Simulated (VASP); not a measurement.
Input of a VASP 6.6.1 run:

INCAR

```
  AGGAC = 1.0
  AGGAX = 1.0
  ALDAC = 0.0
  ALDAX = 1.0
  ALGO = Normal
  EDIFF = 1E-6
  ENCUT = 520
  GGA = B5
  ISIF = 2
  ISMEAR = -1
  IVDW = 12
  LASPH = T
  LCHARG = F
  LREAL = F
  LWAVE = F
  NBANDS = 16
  NELM = 80
  PREC = Accurate
  SIGMA = 0.05
  VDW_A1 = 0.4298
  VDW_A2 = 4.2359
  VDW_S6 = 1.0
  VDW_S8 = 2.6996
```

The input KPOINTS:

```
k-points
0
Gamma
  10 10 5
```

POSCAR

```
SiC
1.0
    3.0963714546      0.0000000000      0.0000000000
   -1.5481857273      2.6815363392      0.0000000000
    0.0000000000      0.0000000000      5.0814314379
Si C
2 2
Direct
    0.6666666667      0.3333333333      0.5000000000
    0.3333333333      0.6666666667      0.0000000000
    0.6666666667      0.3333333333      0.8850000000
    0.3333333333      0.6666666667      0.3850000000
```

Potentials or basis: VASP PAW PBE potentials, release 64 (Si, C).

The run is started by

```console
$ cat potpaw_PBE.64/Si/POTCAR potpaw_PBE.64/C/POTCAR > POTCAR
$ mpirun -np 1 vasp_std > vasp.out
```

Question: Estimate the dispersion energy per atom.

Answer: -0.631 eV.

Question: What does it give for the pressure?

Answer: -5.2 GPa.

Question: Predict the largest force.

Answer: 0.736 eV/Å.

Question: Estimate the band gap on the k mesh.

Answer: 2.81 eV, indirect (least direct gap 4.29 eV).

Forces on the atoms (eV/Å):
```
Si   0.000  0.000  0.736
Si   0.000  0.000  0.736
C    0.000  0.000 -0.736
C    0.000  0.000 -0.736
```

Caveat: the PAW data sets were made with another functional, which shifts forces and pressure a little. A k mesh can miss the band edges.
